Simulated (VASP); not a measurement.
Set up this calculation in VASP 6.6.1, as the native input.

| Quantity | Value |
| --- | --- |
| Task | single point |
| Functional | BLYP |
| Potentials or basis | VASP PAW PBE potentials, release 64 (Ga_d, N_h) |
| Cutoff | 1330 eV |
| k mesh | 10 × 10 × 10 |
| Occupations | fermi-dirac, width 0.05 eV |
| Spin | no spin polarisation |
| Dipole correction | no |
| Further INCAR settings | ALGO = Normal; EDIFF = 1e-06; NBANDS = 16 |

The structure of GaN lies in POSCAR:

```
GaN
1.0
    0.0000000000      2.2383759866      2.2383759866
    2.2383759866      0.0000000000      2.2383759866
    2.2383759866      2.2383759866      0.0000000000
Ga N
1 1
Direct
    0.0000000000      0.0000000000      0.0000000000
    0.2500000000      0.2500000000      0.2500000000
```

These files were run (other wordings do the same):

INCAR

```
PREC     = Accurate       # precision mode
ENCUT    = 1330           # plane-wave cutoff, eV
EDIFF    = 1E-6           # SCF threshold, eV
ISMEAR   = -1             # smearing method
SIGMA    = 0.05           # smearing width, eV
LREAL    = F              # projectors in reciprocal space
LASPH    = T              # aspherical terms in the spheres
NELM     = 120            # most SCF steps
ALGO     = Normal         # electronic algorithm
ISIF     = 2              # what is computed and relaxed
LWAVE    = F              # write WAVECAR
LCHARG   = T              # write CHGCAR
GGA      = B5             # functional
ALDAX    = 1.0          
AGGAX    = 1.0          
AGGAC    = 1.0          
ALDAC    = 0.0          
LELF     = T              # ELF
LVHAR    = T            
NBANDS   = 16             # bands
GGA_COMPAT= F
```

KPOINTS

```
Automatic mesh
0
Gamma
  10 10 10
```

Potentials or basis: VASP PAW PBE potentials, release 64 (Ga_d, N_h).

Launch:

```console
$ cat potpaw_PBE.64/Ga_d/POTCAR potpaw_PBE.64/N_h/POTCAR > POTCAR
$ mpirun -np 1 vasp_std > vasp.out
```

It gave:

```
Pressure               : 16.4 GPa
Band gap on the k mesh : 1.95 eV
```

Caveat: the cell stands under pressure; the PAW data sets were made with another functional, which shifts forces and pressure a little.

Wall time 110 s on 1 thread of AMD EPYC 7R43 64-Core Processor (Zen 3) (shared host), peak memory 0.25 GiB.
